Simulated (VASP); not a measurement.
# Ta3HN3 in VASP: a series of runs

Ta3HN3 is run at these levels: PBE; tasks: single point.

All numbers are computed with VASP 6.6.1; they aren't measurements. Logs are shortened: lines on timing, memory, paths and dates and some standing lists are left out, and cuts for length are marked.

## Step 1: The cell of the first run

The cell holds a slab with vacuum, 7 atoms: a = 3.123 Å, b = 3.123 Å, c = 21.591 Å, α = 90.00°, β = 90.00°, γ = 90.00°.

## Step 2: Single point, PBE, collinear spin

The input, INCAR:

```
  ALGO = Normal
  DIPOL = 0.5 0.5 0.313
  EDIFF = 1E-6
  ENCUT = 520
  GGA = PE
  IDIPOL = 3
  ISIF = 2
  ISMEAR = 0
  ISPIN = 2
  LASPH = T
  LCHARG = F
  LDIPOL = T
  LMAXMIX = 4
  LORBIT = 11
  LREAL = F
  LWAVE = F
  MAGMOM = 0 0 0 0 0 0 1
  NBANDS = 38
  NELM = 150
  PREC = Accurate
  SIGMA = 0.1
```

The input, KPOINTS:

```
k-points
0
Gamma
  9 9 1
```

The input, POSCAR:

```
Ta3HN3
1.0
    3.1228193035      0.0000000000      0.0000000000
    0.0000000000      3.1228193035      0.0000000000
    0.0000000000      0.0000000000     21.5908392430
Ta N H
3 3 1
Direct
    0.0000000000      0.0000000000      0.1852637572
    0.5000000000      0.5000000000      0.2890369107
    0.0000000000      0.0000000000      0.3832407719
    0.5000000000      0.5000000000      0.1852637572
    0.0000000000      0.0000000000      0.2843927699
    0.5000000000      0.5000000000      0.3978927890
    0.7500000000      0.7500000000      0.4669035386
```

Potentials or basis: VASP PAW PBE potentials, release 64 (Ta_pv, N, H).

Launch:

```
cat potpaw_PBE.64/Ta_pv/POTCAR potpaw_PBE.64/N/POTCAR potpaw_PBE.64/H/POTCAR > POTCAR
mpirun -np 1 vasp_std > vasp.out
```

OUTCAR:

```text
EDIFF = 1E-6
   ENCUT = 520
   GGA = PE
   ISIF = 2
   ISMEAR = 0
   ISPIN = 2
   LASPH = T
   LORBIT = 11
   LREAL = F
   NELM = 150
   PREC = Accurate

 ion  position               nearest neighbor table
   1  0.000  0.000  0.185-   5 2.14   4 2.21   4 2.21   4 2.21   4 2.21   2 3.15   2 3.15   2 3.15
                             2 3.15
   2  0.500  0.500  0.289-   5 2.21   5 2.21   5 2.21   5 2.21   4 2.24   6 2.35   3 3.00   3 3.00
                             3 3.00   3 3.00   1 3.15   1 3.15   1 3.15   1 3.15
   3  0.000  0.000  0.383-   7 2.12   5 2.13   6 2.23   6 2.23   6 2.23   6 2.23   2 3.00   2 3.00
                             2 3.00   2 3.00
   4  0.500  0.500  0.185-   1 2.21   1 2.21   1 2.21   1 2.21   2 2.24
   5  0.000  0.000  0.284-   3 2.13   1 2.14   2 2.21   2 2.21   2 2.21   2 2.21
   6  0.500  0.500  0.398-   3 2.23   3 2.23   3 2.23   3 2.23   2 2.35
   7  0.750  0.750  0.467-   3 2.12

  LATTYP: Found a simple tetragonal cell.
 ALAT       =     3.1228193035
 C/A-ratio  =     6.9138932306

  Lattice vectors:

 A1 = (   3.1228193035,   0.0000000000,   0.0000000000)
 A2 = (   0.0000000000,   3.1228193035,   0.0000000000)
 A3 = (   0.0000000000,   0.0000000000,  21.5908392430)

Analysis of symmetry for initial positions (statically):
=====================================================================
 Subroutine PRICEL returns:
 Original cell was already a primitive cell.

 Routine SETGRP: Setting up the symmetry group for a
 simple tetragonal supercell.

 Subroutine GETGRP returns: Found  2 space group operations
 (whereof  2 operations were pure point group operations)
 out of a pool of 16 trial point group operations.

The static configuration has the point symmetry C_1h.

Analysis of symmetry for dynamics (positions and initial velocities):
=====================================================================
 Subroutine PRICEL returns:
 Original cell was already a primitive cell.

 Routine SETGRP: Setting up the symmetry group for a
 simple tetragonal supercell.

 Subroutine GETGRP returns: Found  2 space group operations
 (whereof  2 operations were pure point group operations)
 out of a pool of 16 trial point group operations.

The dynamic configuration has the point symmetry C_1h.

Analysis of structural, dynamic, and magnetic symmetry:
=====================================================================
 Subroutine PRICEL returns:
 Original cell was already a primitive cell.

 Routine SETGRP: Setting up the symmetry group for a
 simple tetragonal supercell.

 Subroutine GETGRP returns: Found  2 space group operations
 (whereof  2 operations were pure point group operations)
 out of a pool of 16 trial point group operations.

The overall configuration has the point symmetry C_1h.

 Subroutine INISYM returns: Found  2 space group operations
 (whereof  2 operations are pure point group operations),
 and found     1 'primitive' translations

----------------------------------------------------------------------------------------

                                     Primitive cell

  volume of cell :     210.5539

  direct lattice vectors                    reciprocal lattice vectors
     3.122819304  0.000000000  0.000000000     0.320223459  0.000000000  0.000000000
     0.000000000  3.122819304  0.000000000     0.000000000  0.320223459  0.000000000
     0.000000000  0.000000000 21.590839243     0.000000000  0.000000000  0.046315939

  length of vectors
     3.122819304  3.122819304 21.590839243     0.320223459  0.320223459  0.046315939

  position of ions in fractional coordinates (direct lattice)
     0.000000000  0.000000000  0.185263757
     0.500000000  0.500000000  0.289036911
     0.000000000  0.000000000  0.383240772
     0.500000000  0.500000000  0.185263757
     0.000000000  0.000000000  0.284392770
     0.500000000  0.500000000  0.397892789
     0.750000000  0.750000000  0.466903539

  ion indices of the primitive-cell ions
   primitive index   ion index
                 1           1
                 2           2
[... 64 lines left out ...]
   NGX,Y,Z   is equivalent  to a cutoff of  12.78, 12.78, 12.47 a.u.
   NGXF,Y,Z  is equivalent  to a cutoff of  25.55, 25.55, 24.95 a.u.
 SYSTEM =  unknown system
   PREC   = accura    normal or accurate (medium, high low for compatibility)
   ISTART =      0    job   : 0-new  1-cont  2-samecut
   ICHARG =      2    charge: 1-file 2-atom 10-const
   ISPIN  =      2    spin polarized calculation?
   LNONCOLLINEAR =      F non collinear calculations
   LSORBIT =      F    spin-orbit coupling
   LASPH  =      T    aspherical Exc in radial PAW
   ENCUT  =  520.0 eV  38.22 Ry    6.18 a.u.   5.81  5.81 40.14*2*pi/ulx,y,z
   NELM   =    150;   NELMIN=  2; NELMDL= -5     # of ELM steps
   EDIFF  = 0.1E-05   stopping-criterion for ELM
   LREAL  =      F    real-space projection
   EDIFFG = 0.1E-04   stopping-criterion for IOM
   NSW    =      0    number of steps for IOM
   IBRION =     -1    ionic relax: 0-MD 1-quasi-New 2-CG
   NFREE  =      0    steps in history (QN), initial steepest desc. (CG)
   ISIF   =      2    stress and relaxation
   ISYM   =      2    0-nonsym 1-usesym 2-fastsym
   POTIM  = 0.5000    time-step for ionic-motion
   TEBEG  =    0.0;   TEEND  =   0.0 temperature during run
   PSTRESS=    0.0 pullay stress
   NELECT =      49.0000    total number of electrons
   NUPDOWN=      -1.0000    fix difference up-down
   EMIN   =  10.00;   EMAX   =-10.00  energy-range for DOS
   EFERMI =   0.00;   METHOD = LEGACY
   ISMEAR =     0;   SIGMA  =   0.10  broadening in eV -4-tet -1-fermi 0-gaus
   EFERMI_NEDOS =   21; number of points for ismear=-14 and -15
   IALGO  =     38    algorithm
   IMIX   =      4    mixing-type and parameters
     AMIX     =   0.40;   BMIX     =  1.00
     AMIX_MAG =   1.60;   BMIX_MAG =  1.00
  volume/ion in A,a.u.               =      30.08       202.98
  Fermi-wavevector in a.u.,A,eV,Ry     =   1.006976  1.902909 13.796316  1.014001
  Thomas-Fermi vector in A             =   2.139752
   LORBIT       =     11    0 simple, 1 ext, 2 COOP (PROOUT), +10 PAW based schemes
   GGA     = PE    functional components
   LHFCALC =     F    Hartree Fock is set to
   AEXX    =    0.0000 exact exchange contribution
   IVDW    =     0    specifies the selected vdW correction
   LEPSILON=     F    determine dielectric tensor
   LRPA    =     F    only Hartree local field effects (RPA)
 spin polarized calculation
 Gauss-broadening in eV      SIGMA  =   0.10
  energy-cutoff  :      520.00
  volume of cell :      210.55
 maximum number of plane-waves:      5708
   NGX = 11   NGY = 11   NGZ = 81

 dipolmoment           0.000000      0.000000     -0.784152 electrons x Angstroem

 number of electron      49.0000001 magnetization       0.0000032

 number of electron      49.0000001 magnetization      -0.0000108

 dipolmoment           0.000000      0.000000      0.123899 electrons x Angstroem

 Free energy of the ion-electron system (eV)
  ---------------------------------------------------
  ext. energy  EPLUGINS =         0.00000000
  ---------------------------------------------------
  free energy    TOTEN  =       -66.14042643 eV

  energy without entropy =      -66.12480791  energy(sigma->0) =      -66.13261717

 E-fermi :  -0.2634     XC(G=0):  -5.2623

 val. band max:       -0.2970779484   @ k =   0.3333   0.1111   0.0000
 cond. band min:      -0.2163152552   @ k =   0.2222   0.1111   0.0000
 fundamental gap:      0.0807626932
 Fermi energy:        -0.2634129818

 spin component 1

 k-point     1 :       0.0000    0.0000    0.0000
  band No.  band energies     occupation
      1     -36.5427      1.00000
      2     -36.1894      1.00000
      3     -36.1826      1.00000
      4     -36.1574      1.00000
      5     -35.9575      1.00000
      6     -35.9493      1.00000
[... 925 lines left out ...]
     35       4.2119      0.00000
     36       4.3147      0.00000

 [... further k-points ...]

 spin component 2

 k-point     1 :       0.0000    0.0000    0.0000
  band No.  band energies     occupation
      1     -36.5427      1.00000
      2     -36.1894      1.00000
      3     -36.1826      1.00000
      4     -36.1574      1.00000
      5     -35.9575      1.00000
      6     -35.9493      1.00000
[... 925 lines left out ...]
     35       4.2119      0.00000
     36       4.3147      0.00000

 [... further k-points ...]

 [bands above 36 left out]

------------------------ aborting loop because EDIFF is reached ----------------------------------------

 vacuum level on the upper side and lower side of the slab       (xc-potential included)         0.981        -1.269

  FORCE on cell =-STRESS in cart. coord.  units (eV):
  Direction    XX          YY          ZZ          XY          YZ          ZX
  --------------------------------------------------------------------------------------
  -------------------------------------------------------------------------------------
  Total       -7.5586595     -7.5586595     -0.3211079      0.0815787      1.5790084      1.5790086
  in kB      -57.5164578    -57.5164578     -2.4434211      0.6207606     12.0152221     12.0152232
  external PRESSURE =     -39.1587789 kB  Pullay stress =       0.0000000 kB

 VOLUME and BASIS-vectors are now :
 -----------------------------------------------------------------------------
  energy-cutoff  :      520.00
  volume of cell :      210.55
      direct lattice vectors                 reciprocal lattice vectors
     3.122819304  0.000000000  0.000000000     0.320223459  0.000000000  0.000000000
     0.000000000  3.122819304  0.000000000     0.000000000  0.320223459  0.000000000
     0.000000000  0.000000000 21.590839243     0.000000000  0.000000000  0.046315939

 POSITION                                       TOTAL-FORCE (eV/Angst)
 -----------------------------------------------------------------------------------
      0.00000      0.00000      4.00000         0.014944      0.014944      1.749749
      1.56141      1.56141      6.24055        -0.121135     -0.121135     -0.395456
      0.00000      0.00000      8.27449        -0.472041     -0.472041      3.396123
      1.56141      1.56141      4.00000         0.002635      0.002635     -1.442112
      0.00000      0.00000      6.14028         0.125468      0.125468     -0.957517
      1.56141      1.56141      8.59084        -0.578825     -0.578825     -1.644617
      2.34211      2.34211     10.08084         1.028955      1.028955     -0.706169
 -----------------------------------------------------------------------------------
    total drift:                                0.000023      0.000023      0.000100

  FREE ENERGIE OF THE ION-ELECTRON SYSTEM (eV)
  ---------------------------------------------------
  free  energy   TOTEN  =       -66.1404264276 eV

  energy  without entropy=      -66.1248079090  energy(sigma->0) =      -66.13261717

 vacuum level on the upper side and lower side of the slab         5.375         3.046

 total charge

# of ion       s       p       d       tot
------------------------------------------
    1        0.283   6.178   2.320   8.782
    2        0.268   6.210   2.485   8.963
    3        0.281   6.208   2.312   8.801
    4        1.238   2.456   0.000   3.694
    5        1.234   2.525   0.000   3.759
    6        1.261   2.378   0.000   3.639
    7        0.442   0.006   0.000   0.448
--------------------------------------------------
tot          5.007  25.962   7.117  38.085

 magnetization (x)

# of ion       s       p       d       tot
------------------------------------------
    1       -0.000  -0.000  -0.000  -0.000
    2        0.000   0.000  -0.000   0.000
    3       -0.000  -0.000   0.000   0.000
    4        0.000   0.000   0.000   0.000
    5        0.000   0.000   0.000   0.000
    6       -0.000   0.000   0.000   0.000
    7       -0.000  -0.000   0.000  -0.000
--------------------------------------------------
tot         -0.000   0.000  -0.000  -0.000
```

It took 8.4 min on 1 thread of Intel Xeon Platinum 8488C (Sapphire Rapids), shared host; peak memory 0.55 GiB.

What came out:

| Quantity | Value |
| --- | --- |
| Free energy | -66.1404 eV |
| Largest force | 3.461 eV/Å |
| Net moment | 0.00 μB per cell |
| Valence electrons inside the program's atomic spheres | Ta 8.78, 8.96, 8.80; N 3.69, 3.76, 3.64; H 0.45 |

Forces on the atoms (eV/Å):
```
Ta   0.015  0.015  1.750
Ta  -0.121 -0.121 -0.395
Ta  -0.472 -0.472  3.396
N    0.003  0.003 -1.442
N    0.125  0.125 -0.958
N   -0.579 -0.579 -1.645
H    1.029  1.029 -0.706
```

Levels at points of the mesh, in eV from the Fermi level:
Spin up:
```tsv
k point	band 22	band 23	band 24	band 25	band 26	band 27
(0.00, 0.00, 0.00)	-3.26	-3.09	-2.06	-1.50	-0.86	-0.83
```
Spin down:
```csv
k point,band 21,band 22,band 23,band 24,band 25,band 26,band 27,band 28
"(0.00, 0.00, 0.00)",-3.46,-3.26,-3.09,-2.06,-1.50,-0.86,-0.83,0.22
```

Caveat: spin-orbit coupling is left out, which moves the levels of the heavy elements.

## Step 3: Single point, PBE, collinear spin

The input, INCAR:

```
SYSTEM = Ta3HN3
PREC = Accurate
ENCUT = 520
EDIFF = 1E-6
ISMEAR = 0
SIGMA = 0.1
LREAL = .FALSE.
LASPH = .TRUE.
NELM = 150
ALGO = Normal
ISIF = 2
LWAVE = .FALSE.
LCHARG = .TRUE.
ISPIN = 2
MAGMOM = 0 0 0 0 0 0 1
LORBIT = 11
LMAXMIX = 4
LDIPOL = .TRUE.
IDIPOL = 3
DIPOL = 0.5 0.5 0.316
GGA = PE
LELF = .TRUE.
LVHAR = .TRUE.
LVACPOTAV = .TRUE.
NBANDS = 38
```

The input, KPOINTS:

```
regular mesh
0
G
  9 9 1
  0 0 0
```

POSCAR: that of step 2 with these lines changed.

```diff
@@ -14,2 +14,2 @@
     0.5000000000      0.5000000000      0.3978927890
-    0.7500000000      0.7500000000      0.4669035386
+    0.8750000000      0.8750000000      0.4835772767
```

Potentials or basis: VASP PAW PBE potentials, release 64 (Ta_pv, N, H).

Launch:

```
cat potpaw_PBE.64/Ta_pv/POTCAR potpaw_PBE.64/N/POTCAR potpaw_PBE.64/H/POTCAR > POTCAR
mpirun -np 1 vasp_std > vasp.out
```

OUTCAR:

```text
SYSTEM = Ta3HN3
   PREC = Accurate
   ENCUT = 520
   EDIFF = 1E-6
   ISMEAR = 0
   LREAL = .FALSE.
   LASPH = .TRUE.
   NELM = 150
   ISIF = 2
   ISPIN = 2
   LORBIT = 11
   GGA = PE

 ion  position               nearest neighbor table
   1  0.000  0.000  0.185-   5 2.14   4 2.21   4 2.21   4 2.21   4 2.21   2 3.15   2 3.15   2 3.15
                             2 3.15
   2  0.500  0.500  0.289-   5 2.21   5 2.21   5 2.21   5 2.21   4 2.24   6 2.35   3 3.00   3 3.00
                             3 3.00   3 3.00   1 3.15   1 3.15   1 3.15   1 3.15
   3  0.000  0.000  0.383-   5 2.13   6 2.23   6 2.23   6 2.23   6 2.23   7 2.24   2 3.00   2 3.00
                             2 3.00   2 3.00
   4  0.500  0.500  0.185-   1 2.21   1 2.21   1 2.21   1 2.21   2 2.24
[... 2131 lines left out ...]
      0.00000      0.00000      6.14028         0.078653      0.078653     -1.174245
      1.56141      1.56141      8.59084        -0.202263     -0.202263     -1.676042
      2.73247      2.73247     10.44084         0.523588      0.523588     -1.818120
 -----------------------------------------------------------------------------------
    total drift:                                0.000012      0.000012      0.000102

  FREE ENERGIE OF THE ION-ELECTRON SYSTEM (eV)
  ---------------------------------------------------
  free  energy   TOTEN  =       -66.3084184256 eV

  energy  without entropy=      -66.2863574666  energy(sigma->0) =      -66.29738795

 vacuum level on the upper side and lower side of the slab         5.976         2.746

 total charge

# of ion       s       p       d       tot
------------------------------------------
    1        0.285   6.179   2.318   8.781
    2        0.268   6.212   2.486   8.965
    3        0.285   6.212   2.268   8.765
    4        1.237   2.458   0.000   3.695
    5        1.235   2.524   0.000   3.758
    6        1.257   2.378   0.000   3.636
    7        0.425   0.003   0.000   0.427
--------------------------------------------------
tot          4.991  25.965   7.072  38.028

 magnetization (x)

# of ion       s       p       d       tot
------------------------------------------
    1       -0.000  -0.000  -0.000  -0.000
    2       -0.000  -0.000  -0.000  -0.000
    3       -0.000  -0.000  -0.000  -0.000
    4        0.000   0.000   0.000   0.000
    5       -0.000   0.000   0.000   0.000
    6        0.000   0.000   0.000   0.000
    7        0.000  -0.000   0.000   0.000
--------------------------------------------------
tot          0.000   0.000  -0.000  -0.000
```

OSZICAR:

```text
N       E                     dE             d eps       ncg     rms          rms(c)
DAV:   1     0.391302705928E+03    0.39130E+03   -0.25853E+04  4464   0.113E+03
DAV:   2    -0.450051395971E+02   -0.43631E+03   -0.41840E+03  4798   0.316E+02
DAV:   3    -0.746839247643E+02   -0.29679E+02   -0.28897E+02  4796   0.770E+01
DAV:   4    -0.756075273402E+02   -0.92360E+00   -0.91535E+00  4962   0.144E+01
[... 29 lines left out ...]
DAV:  34    -0.663083610991E+02   -0.58315E-04   -0.24313E-06  3608   0.539E-03    0.157E-03
DAV:  35    -0.663084006644E+02   -0.39565E-04   -0.19627E-06  3766   0.438E-03    0.859E-04
DAV:  36    -0.663084134081E+02   -0.12744E-04   -0.10382E-06  3642   0.335E-03    0.411E-04
DAV:  37    -0.663084175024E+02   -0.40943E-05   -0.31726E-07  3210   0.184E-03    0.285E-04
DAV:  38    -0.663084184256E+02   -0.92323E-06   -0.84136E-08  2798   0.940E-04
   1 F= -.66308418E+02 E0= -.66297388E+02  d E =-.220610E-01  mag=    -0.0001
```

stdout:

```text
POSCAR found type information on POSCAR TaN H
 POSCAR found :  3 types and       7 ions
 scaLAPACK will be used
 LDA part: xc-table for (Slater+PW92), standard interpolation
 POSCAR, INCAR and KPOINTS ok, starting setup
 FFT: planning ... GRIDC
 FFT: planning ... GRID_SOFT
 FFT: planning ... GRID
 WAVECAR not read
 entering main loop
 -----------------------------------------------------------------------------
|                                                                             |
|           W    W    AA    RRRRR   N    N  II  N    N   GGGG   !!!           |
|           W    W   A  A   R    R  NN   N  II  NN   N  G    G  !!!           |
|           W    W  A    A  R    R  N N  N  II  N N  N  G       !!!           |
|           W WW W  AAAAAA  RRRRR   N  N N  II  N  N N  G  GGG   !            |
|           WW  WW  A    A  R   R   N   NN  II  N   NN  G    G                |
|           W    W  A    A  R    R  N    N  II  N    N   GGGG   !!!           |
|                                                                             |
|     Did not find any points to average over, which means that no vacuum     |
|     field-free region was found. Please increase the size of  your cell     |
|     in the dimension of the dipole correction to obtain accurate            |
|     workfunction values.                                                    |
|                                                                             |
 -----------------------------------------------------------------------------
```

Wall time 8.4 min (1 thread of Intel Xeon 6975P-C (Granite Rapids), shared host); peak memory 0.56 GiB.

Results:

- Free energy: -66.3084 eV
- Largest force: 4.616 eV/Å
- Net moment: 0.00 μB per cell
- Valence electrons inside the program's atomic spheres: Ta 8.78, 8.96, 8.77; N 3.69, 3.76, 3.64; H 0.43

Forces in eV/Å, atoms in the order of the input:
```
Ta   0.000  0.000  1.869
Ta  -0.030 -0.030 -0.238
Ta  -0.354 -0.354  4.589
N   -0.016 -0.016 -1.551
N    0.079  0.079 -1.174
N   -0.202 -0.202 -1.676
H    0.524  0.524 -1.818
```

Caveat: spin-orbit coupling is left out, which moves the levels of the heavy elements.

[end of part 1 of 2]
